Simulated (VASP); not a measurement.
A run of VASP 6.6.1 is set up as follows.

Contents of INCAR:

```
PREC = Accurate
ENCUT = 520
EDIFF = 1E-6
ISMEAR = 0
SIGMA = 0.1
LREAL = F
LASPH = T
NELM = 80
ALGO = Normal
ISIF = 2
LWAVE = F
LCHARG = F
GGA = PS
IVDW = 12
NBANDS = 18
```

The input KPOINTS:

```
regular mesh
0
Gamma
  6 6 4
```

Contents of POSCAR:

```
P
1.0
    1.7176676920     -4.9226132090      0.0000000000
    1.7176676920      4.9226132090      0.0000000000
    0.0000000000      0.0000000000      3.6532958572
P
4
Direct
    0.1118438347      0.8881561653      0.9492374514
    0.6118438347      0.3881561653      0.5507625486
    0.8881561653      0.1118438347      0.0507625486
    0.3881561653      0.6118438347      0.4492374514
```

Potentials or basis: VASP PAW PBE potentials, release 64 (P).

Run with:

```sh
$ cat potpaw_PBE.64/P/POTCAR > POTCAR
$ mpirun -np 1 vasp_std > vasp.out
```

Task: Estimate the largest force.

Result: 0.045 eV/Å.

Task: Estimate the dispersion energy per atom.

Result: -0.366 eV.

Stress tensor (GPa, compression positive):
```
-0.01  0.00  0.00
 0.00 -0.31  0.00
 0.00  0.00  0.17
```

Caveat: the k points lie up to 0.43 Å⁻¹ apart; the PAW data sets were made with another functional, which shifts forces and pressure a little.
